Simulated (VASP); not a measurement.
# CdS (Fm-3m) in VASP: a series of runs, part 2 of 2

VASP 6.6.1. Earlier steps stand in the parts before.

## 4. Single point, PBE (volume scaled by 1.10)

Contents of INCAR:

```
SYSTEM = CdS
PREC = Accurate
ENCUT = 520
EDIFF = 1E-6
ISMEAR = 0
SIGMA = 0.01
LREAL = .False.
LASPH = .True.
NELM = 80
ALGO = Normal
ISIF = 2
LWAVE = .False.
LCHARG = .False.
GGA = PE
NBANDS = 16
```

Contents of KPOINTS:

```
regular mesh
0
Gamma
  12 12 12
  0 0 0
```

Contents of POSCAR:

```
CdS
1.0
    0.0000000000      2.8361882471      2.8361882471
    2.8361882471      0.0000000000      2.8361882471
    2.8361882471      2.8361882471      0.0000000000
Cd S
1 1
Direct
    0.0000000000      0.0000000000      0.0000000000
    0.5000000000      0.5000000000      0.5000000000
```

Potentials or basis: VASP PAW PBE potentials, release 64 (Cd, S).

The run is started by

```
> cat potpaw_PBE.64/Cd/POTCAR potpaw_PBE.64/S/POTCAR > POTCAR
> mpirun -np 1 vasp_std > vasp.out
```

OUTCAR:

```text
SYSTEM = CdS
   PREC = Accurate
   ENCUT = 520
   EDIFF = 1E-6
   ISMEAR = 0
   LREAL = .False.
   LASPH = .True.
   NELM = 80
   ISIF = 2
   GGA = PE

 ion  position               nearest neighbor table
   1  0.000  0.000  0.000-   2 2.84   2 2.84   2 2.84   2 2.84   2 2.84   2 2.84
   2  0.500  0.500  0.500-   1 2.84   1 2.84   1 2.84   1 2.84   1 2.84   1 2.84

  LATTYP: Found a face centered cubic cell.
 ALAT       =     5.6723764942

  Lattice vectors:

 A1 = (   0.0000000000,   2.8361882471,   2.8361882471)
 A2 = (   2.8361882471,   0.0000000000,   2.8361882471)
 A3 = (   2.8361882471,   2.8361882471,   0.0000000000)

Analysis of symmetry for initial positions (statically):
=====================================================================
 Subroutine PRICEL returns:
 Original cell was already a primitive cell.

 Routine SETGRP: Setting up the symmetry group for a
 face centered cubic supercell.

 Subroutine GETGRP returns: Found 48 space group operations
 (whereof 48 operations were pure point group operations)
 out of a pool of 48 trial point group operations.

The static configuration has the point symmetry O_h .

[... 156 lines left out ...]
  ---------------------------------------------------
  free energy    TOTEN  =        -5.80815517 eV

  energy without entropy =       -5.80815517  energy(sigma->0) =       -5.80815517

 E-fermi :   1.9665     XC(G=0):  -9.8718

 val. band max:        1.9188491994   @ k =  -0.2500   0.1667   0.0000
 cond. band min:       2.1384694081   @ k =   0.5000   0.5000   0.0000
 fundamental gap:      0.2196202087
 Fermi energy:         1.9665353877

 k-point     1 :       0.0000    0.0000    0.0000
  band No.  band energies     occupation
      1     -10.2019      2.00000
      2      -5.5363      2.00000
      3      -5.5363      2.00000
      4      -5.5363      2.00000
      5      -5.5339      2.00000
      6      -5.5339      2.00000
[... 433 lines left out ...]
      3      -5.6450      2.00000
      4      -5.5782      2.00000
      5      -5.3914      2.00000
      6      -5.3558      2.00000
[... 8 lines left out ...]
     15      14.1188      0.00000
     16      14.9422      0.00000

 [... further k-points ...]
[... 5 lines left out ...]
  --------------------------------------------------------------------------------------
  -------------------------------------------------------------------------------------
  Total       -1.4898376     -1.4898376     -1.4898376     -0.0000000      0.0000000      0.0000000
  in kB      -52.3135714    -52.3135714    -52.3135714     -0.0000000      0.0000000      0.0000000
  external PRESSURE =     -52.3135714 kB  Pullay stress =       0.0000000 kB

 VOLUME and BASIS-vectors are now :
 -----------------------------------------------------------------------------
  energy-cutoff  :      520.00
  volume of cell :       45.63
      direct lattice vectors                 reciprocal lattice vectors
     0.000000000  2.836188247  2.836188247    -0.176292953  0.176292953  0.176292953
     2.836188247  0.000000000  2.836188247     0.176292953 -0.176292953  0.176292953
     2.836188247  2.836188247  0.000000000     0.176292953  0.176292953 -0.176292953

 POSITION                                       TOTAL-FORCE (eV/Angst)
 -----------------------------------------------------------------------------------
      0.00000      0.00000      0.00000         0.000000     -0.000000     -0.000000
      2.83619      2.83619      2.83619         0.000000      0.000000      0.000000
 -----------------------------------------------------------------------------------
    total drift:                               -0.000000      0.000000      0.000000

  FREE ENERGIE OF THE ION-ELECTRON SYSTEM (eV)
  ---------------------------------------------------
  free  energy   TOTEN  =        -5.8081551672 eV

  energy  without entropy=       -5.8081551672  energy(sigma->0) =       -5.80815517
```

OSZICAR:

```text
N       E                     dE             d eps       ncg     rms          rms(c)
DAV:   1     0.107107123505E+03    0.10711E+03   -0.92325E+03  2368   0.104E+03
DAV:   2    -0.234988295978E+01   -0.10946E+03   -0.10204E+03  2800   0.252E+02
DAV:   3    -0.640881927974E+01   -0.40589E+01   -0.40516E+01  2848   0.500E+01
DAV:   4    -0.642899593857E+01   -0.20177E-01   -0.20175E-01  2864   0.352E+00
DAV:   5    -0.642921161345E+01   -0.21567E-03   -0.21567E-03  2880   0.348E-01    0.592E+00
DAV:   6    -0.583222357970E+01    0.59699E+00   -0.98249E-01  3024   0.108E+01    0.522E+00
DAV:   7    -0.581004974232E+01    0.22174E-01   -0.14543E-01  2880   0.275E+00    0.281E+00
DAV:   8    -0.580815436075E+01    0.18954E-02   -0.14462E-02  2648   0.140E+00    0.210E-01
DAV:   9    -0.580804957226E+01    0.10479E-03   -0.10582E-03  2992   0.396E-01    0.654E-02
DAV:  10    -0.580813257904E+01   -0.83007E-04   -0.18048E-04  2824   0.122E-01    0.661E-02
DAV:  11    -0.580815605711E+01   -0.23478E-04   -0.30972E-05  2824   0.477E-02    0.146E-02
DAV:  12    -0.580815516725E+01    0.88987E-06   -0.28088E-06  2864   0.132E-02
   1 F= -.58081552E+01 E0= -.58081552E+01  d E =-.104325E-13
```

stdout:

```text
POSCAR found type information on POSCAR CdS
 POSCAR found :  2 types and       2 ions
 scaLAPACK will be used
 LDA part: xc-table for (Slater+PW92), standard interpolation
 POSCAR, INCAR and KPOINTS ok, starting setup
 FFT: planning ... GRIDC
 FFT: planning ... GRID_SOFT
 FFT: planning ... GRID
 WAVECAR not read
 entering main loop
```

It took 30 s on 1 thread of Intel Xeon Platinum 8488C (Sapphire Rapids), shared host; peak memory 0.19 GiB.

What came out:

- Free energy: -5.8082 eV
- Pressure: -5.2 GPa
- Band gap on the k mesh: 0.22 eV, indirect (least direct gap 1.00 eV)

Levels at points of the mesh, in eV from the valence-band top:
| k point | band 5 | band 6 | band 7 | band 8 | band 9 | band 10 | band 11 | band 12 | band 13 | band 14 |
| --- | --- | --- | --- | --- | --- | --- | --- | --- | --- | --- |
| (0.00, 0.00, 0.00) | -7.45 | -7.45 | -0.55 | -0.55 | -0.55 | 0.45 | 9.18 | 9.18 | 9.18 | 10.71 |
| (0.50, 0.00, 0.00) | -7.31 | -7.31 | -4.35 | -0.02 | -0.02 | 3.57 | 5.92 | 5.94 | 5.94 | 11.81 |
| (0.50, 0.50, 0.00) | -7.26 | -6.76 | -3.56 | -1.74 | -1.74 | 0.22 | 6.17 | 9.14 | 10.45 | 10.45 |

Caveat: the cell differs from its parent crystal (volume scaled by 1.10). A k mesh can miss the band edges.

## 5. Single point, PBE+D3(BJ)

This run uses another cell than the first one, of 20.12 Å³/atom, 0.942 times its volume.

Contents of INCAR:

```
SYSTEM = CdS
PREC = Accurate ; ENCUT = 500
EDIFF = 1E-6 ; ISMEAR = 1
SIGMA = 0.01 ; LREAL = .FALSE.
LASPH = .TRUE. ; NELM = 120
ALGO = Normal ; ISIF = 2
LWAVE = .FALSE. ; LCHARG = .FALSE.
GGA = PE ; IVDW = 12
NBANDS = 16 ; GGA_COMPAT = .FALSE.
```

Contents of KPOINTS:

```
regular mesh
0
G
  12 12 12
  0 0 0
```

Contents of POSCAR:

```
CdS
1.0
    0.0000000000      2.7197442634      2.7197442634
    2.7197442634      0.0000000000      2.7197442634
    2.7197442634      2.7197442634      0.0000000000
Cd S
1 1
Direct
    0.0000000000      0.0000000000      0.0000000000
    0.5000000000      0.5000000000      0.5000000000
```

The run is started by

```
> cat potpaw_PBE.64/Cd/POTCAR potpaw_PBE.64/S/POTCAR > POTCAR
> mpirun -np 1 vasp_std > vasp.out
```

Run time: 24 s. Hardware: 1 thread of Intel Xeon Platinum 8375C at 2.90GHz (Ice Lake), shared host; peak memory 0.19 GiB.

Results (log left out):

* Free energy: -6.6397 eV
* Pressure: -0.4 GPa
* Band gap on the k mesh: 0.25 eV, indirect (least direct gap 1.77 eV)
* Dispersion energy per atom: -0.387 eV

Levels at points of the mesh, in eV from the valence-band top:
| k point | band 6 | band 7 | band 8 | band 9 | band 10 | band 11 | band 12 | band 13 |
| --- | --- | --- | --- | --- | --- | --- | --- | --- |
| (0.00, 0.00, 0.00) | -7.65 | -0.78 | -0.78 | -0.78 | 1.00 | 9.24 | 9.24 | 9.24 |
| (0.50, 0.00, 0.00) | -7.43 | -4.93 | 0.00 | 0.00 | 3.50 | 5.90 | 5.90 | 6.97 |
| (0.50, 0.50, 0.00) | -6.65 | -4.35 | -2.20 | -2.20 | 0.25 | 6.02 | 9.98 | 11.41 |

## 6. Single point, PBE

This run uses another cell than the first one, of 20.87 Å³/atom, 0.977 times its volume.

Contents of INCAR:

```
SYSTEM = CdS
PREC = Accurate ; ENCUT = 500
EDIFF = 1E-6 ; ISMEAR = 0
SIGMA = 0.01 ; LREAL = .FALSE.
LASPH = .TRUE. ; NELM = 120
ALGO = Normal ; ISIF = 2
LWAVE = .FALSE. ; LCHARG = .FALSE.
GGA = PE ; NBANDS = 16
GGA_COMPAT = .FALSE.
```

KPOINTS is that of step 5.

Contents of POSCAR:

```
CdS
1.0
    0.0000000000      2.7532440000      2.7532440000
    2.7532440000      0.0000000000      2.7532440000
    2.7532440000      2.7532440000      0.0000000000
Cd S
1 1
Direct
    0.0000000000      0.0000000000      0.0000000000
    0.5000000000      0.5000000000      0.5000000000
```

Potentials or basis: VASP PAW PBE potentials, release 64 (Cd, S).

The run is started by

```
> cat potpaw_PBE.64/Cd/POTCAR potpaw_PBE.64/S/POTCAR > POTCAR
> mpirun -np 1 vasp_std > vasp.out
```

Wall time 25 s (1 thread of Intel Xeon Platinum 8375C at 2.90GHz (Ice Lake), shared host); peak memory 0.18 GiB.

It converged, with:

```yaml
Free_energy: -5.8774 eV
Pressure: -0.1 GPa
Band_gap_on_the_k_mesh: 0.25 eV, indirect (least direct gap 1.53 eV)
```

Levels at points of the mesh, in eV from the valence-band top:
| k point | band 7 | band 8 | band 9 | band 10 | band 11 | band 12 |
| --- | --- | --- | --- | --- | --- | --- |
| (0.00, 0.00, 0.00) | -0.70 | -0.70 | -0.70 | 0.83 | 9.23 | 9.23 |
| (0.50, 0.00, 0.00) | -4.76 | -0.01 | -0.01 | 3.53 | 5.92 | 5.92 |
| (0.50, 0.50, 0.00) | -4.11 | -2.06 | -2.06 | 0.25 | 6.07 | 9.73 |

A k mesh can miss the band edges.

## 7. The runs side by side

```tsv
level	cell	cutoff (eV)	smearing	gap on the mesh (eV)	pressure (GPa)
PBE	a = 3.924 Å, angles 60.0°, 2 atoms	520	gaussian 0.01 eV	0.24	-1.7
PBE	a = 3.962 Å, angles 60.0°, 2 atoms	520	gaussian 0.01 eV	0.24	-3.4
PBE	a = 4.011 Å, angles 60.0°, 2 atoms	520	gaussian 0.01 eV	0.22	-5.2
PBE+D3(BJ)	a = 3.846 Å, angles 60.0°, 2 atoms	500	methfessel-paxton 0.01 eV	0.25	-0.4
PBE	a = 3.894 Å, angles 60.0°, 2 atoms	500	gaussian 0.01 eV	0.25	-0.1
```

Alike in all rows: task single point; potentials or basis VASP PAW PBE potentials, release 64 (Cd, S); no spin polarisation; k mesh 12 × 12 × 12.

Total energies depend on the potentials used, so only differences within one code and one set of settings carry meaning.
